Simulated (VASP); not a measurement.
PtS2: single point with PBE+D3(BJ)

Slab: PtS2, a slab with vacuum.

```
S Pt
1.0
     3.54153    0.00000    0.00000
    -1.77076    3.06705    0.00000
     0.00000    0.00000   22.46706
S Pt
4 2
Direct
  0.66667 0.33333 0.20029
  0.33333 0.66667 0.31083
  0.66667 0.33333 0.46395
  0.33333 0.66667 0.57449
  0.00000 0.00000 0.25556
  0.00000 0.00000 0.51922
```

- Program: VASP 6.6.1
- Task: single point
- Functional: PBE
- Dispersion: D3(BJ)
- Potentials or basis: VASP PAW PBE potentials, release 64 (S, Pt)
- Cutoff: 520 eV
- k mesh: 9 × 9 × 1
- Occupations: gaussian, width 0.05 eV
- Spin: no spin polarisation

```yaml
Largest_force: 0.088 eV/Å
Band_gap_on_the_k_mesh: 1.49 eV, indirect (least direct gap 1.61 eV)
Dispersion_energy_per_atom: -0.315 eV
```

Forces on the atoms (eV/Å):
```
S    0.000  0.000  0.037
S    0.000  0.000  0.016
S    0.000  0.000 -0.016
S    0.000  0.000 -0.037
Pt   0.000  0.000  0.088
Pt   0.000  0.000 -0.088
```

Levels at points of the mesh, in eV from the valence-band top:
| k point | band 18 | band 19 | band 20 | band 21 | band 22 | band 23 | band 24 | band 25 | band 26 | band 27 |
| --- | --- | --- | --- | --- | --- | --- | --- | --- | --- | --- |
| (0.00, 0.00, 0.00) | -0.48 | -0.48 | -0.48 | -0.45 | -0.45 | 2.98 | 2.98 | 3.04 | 3.04 | 5.25 |

Run time: 2.2 min on 1 thread of Intel Xeon 6975P-C (shared host), peak memory 0.39 GiB.

Caveat: spin-orbit coupling is left out, which moves the levels of the heavy elements.
